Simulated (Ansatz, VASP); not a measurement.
SnO in VASP and in Ansatz

INCAR

```
  PREC = Accurate
  ENCUT = 520
  EDIFF = 1E-6
  ISMEAR = 0
  SIGMA = 0.05
  LREAL = F
  LASPH = T
  NELM = 60
  ALGO = Normal
  ISIF = 2
  LWAVE = F
  LCHARG = F
  GGA = CA
  NBANDS = 28
```

The input KPOINTS:

```
regular mesh
0
Gamma
  8 6 6
```

POSCAR

```
SnO
1.0
    3.3550050000      0.0000000000      0.0000000000
    0.0000000000      5.6741040000      0.0000000000
    0.0000000000      0.0000000000      4.2219700000
Sn O
2 2
Direct
    0.0948427950      0.2879879953      0.4065586856
    0.5000000000      0.7680910000      0.0131440000
    0.0000000000      0.8912500000      0.7368570000
    0.5000000000      0.1087500000      0.2368570000
```

Input for Ansatz:

```yaml
crystal:
  lattice:
    - [3.355005, 0.0, 0.0]
    - [0.0, 5.674104, 0.0]
    - [0.0, 0.0, 4.22197]
  atoms:
    - { symbol: Sn, position: [0.094842795, 0.2879879953, 0.4065586856] }
    - { symbol: Sn, position: [0.5, 0.768091, 0.013144] }
    - { symbol: O, position: [0.0, 0.89125, 0.736857] }
    - { symbol: O, position: [0.5, 0.10875, 0.236857] }
basis:
  ecutwfc: 420
kpoints:
  mp_grid: { grid: [8, 6, 6] }
hamiltonian:
  xc: lda
scf:
  occupations: { method: gaussian, width: 0.05 }
output:
  forces: true
  stress: true
  eigenvalues: true
```

Alike in both runs: task single point; functional LDA; k mesh 8 × 6 × 6; occupations gaussian, width 0.05 eV; no spin polarisation.

|  | VASP | Ansatz |
| --- | --- | --- |
| version | VASP 6.6.1 | Ansatz 0.2.0 |
| potentials or method | VASP PAW LDA potentials, release 64 (Sn_d, O), cutoff 520 eV | scalar-relativistic, plane waves, PAW |
| valence electrons in the cell | 40 | 40 |

Ansatz gave:

```
gap on the k mesh at the Fermi level (eV)                     : 0.76
least direct gap on the mesh (eV)                             : 1.94
pressure (GPa)                                                : -3.0
traceless stress, the component that is largest in VASP (GPa) : -6.91
rms of the force components (eV/Å)                            : 1.707
```

Q: Which values does VASP return?

A: gap on the k mesh at the Fermi level (eV): 0.73; least direct gap on the mesh (eV): 1.91; pressure (GPa): -2.8; traceless stress, the component that is largest in VASP (GPa): -6.99; rms of the force components (eV/Å): 1.721.

LDA's correlation is that of Perdew and Zunger in VASP and of Perdew and Wang (1992) in Ansatz. Atom by atom the forces differ by 0.039 eV/Å (rms over components).
